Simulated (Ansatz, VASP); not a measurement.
## Two plane-wave programs on La2O3

```
La O
1.0
     4.14917    0.00000    0.00000
    -2.07459    3.59329    0.00000
     0.00000    0.00000    6.45949
La O
2 3
Direct
  0.66667 0.33333 0.74216
  0.33333 0.66667 0.25784
  0.66667 0.33333 0.36027
  0.33333 0.66667 0.63973
  0.00000 0.00000 0.00000
```

Change from the starting cell: hydrostatic strain +5.4%.

Alike in both runs: task single point; functional HSE06; k mesh 6 × 6 × 2; no spin polarisation.

|  | VASP | Ansatz |
| --- | --- | --- |
| version | VASP 6.6.1 | Ansatz 0.2.0 |
| potentials or method | VASP PAW PBE potentials, release 64 (La, O) | plane waves, PAW |
| plane-wave cutoff (eV) | 520 | 420 |
| occupations | gaussian, width 0.01 eV | fixed |
| valence electrons in the cell | 40 | 40 |

VASP gave:

| Quantity | Value |
| --- | --- |
| gap on the k mesh at the Fermi level (eV) | 4.84 |
| pressure (GPa) | -15.0 |
| traceless stress, the component that is largest in VASP (GPa) | 2.80 |
| rms of the force components (eV/Å) | 0.067 |

Which values does Ansatz return?

gap on the k mesh at the Fermi level (eV): 4.84; pressure (GPa): -14.9; traceless stress, the component that is largest in VASP (GPa): 2.80; rms of the force components (eV/Å): 0.065.

Atom by atom the forces differ by 0.002 eV/Å (rms over components). Ansatz's warnings: stress exchange threshold loose, stress scf threshold loose.

The k mesh is coarse, so the values compare programs but aren't converged. Neither program's run includes spin-orbit coupling.
